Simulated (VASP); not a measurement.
Set up this calculation in VASP 6.6.1, as the native input.

| Quantity | Value |
| --- | --- |
| Task | single point |
| Functional | PBEsol |
| Potentials or basis | VASP PAW PBE potentials, release 64 (Al, N) |
| Cutoff | 520 eV |
| k mesh | 9 × 9 × 6 |
| Occupations | gaussian, width 0.05 eV |
| Spin | no spin polarisation |
| Dipole correction | no |
| Further INCAR settings | ALGO = Normal; EDIFF = 1e-07; NBANDS = 16 |

The structure of AlN lies in POSCAR:

```
AlN
1.0
    3.3497773885      0.0000000000      0.0000000000
   -1.6748886943      2.9009923155      0.0000000000
    0.0000000000      0.0000000000      4.4076370878
Al N
2 2
Direct
    0.3333333333      0.6666666667      0.7500000000
    0.6666666667      0.3333333333      0.2500000000
    0.3333333333      0.6666666667      0.2500000000
    0.6666666667      0.3333333333      0.7500000000
```

This cell differs from its parent crystal: volume 10.708 Å^3 an atom, c/a of the conventional cell 1.3158.

The input as run:

INCAR

```
SYSTEM = AlN
ALGO = Normal
EDIFF = 1E-7
ENCUT = 520
GGA = PS
ISIF = 2
ISMEAR = 0
LASPH = .TRUE.
LCHARG = .TRUE.
LELF = .TRUE.
LREAL = .FALSE.
LVHAR = .TRUE.
LWAVE = .FALSE.
NBANDS = 16
NELM = 80
PREC = Accurate
SIGMA = 0.05
```

KPOINTS

```
k-points
0
G
  9 9 6
  0 0 0
```

Potentials or basis: VASP PAW PBE potentials, release 64 (Al, N).

The run is started by

```sh
$ cat potpaw_PBE.64/Al/POTCAR potpaw_PBE.64/N/POTCAR > POTCAR
$ mpirun -np 1 vasp_std > vasp.out
```

It gave:

```json
{"Pressure": "-15.0 GPa", "Band gap on the k mesh": "2.52 eV, direct"}
```

Caveat: the PAW data sets were made with another functional, which shifts forces and pressure a little.

Run time: 22 s on 1 thread of Intel(R) Xeon(R) Platinum 8488C (Sapphire Rapids), with other jobs on the host, peak memory 0.17 GiB.
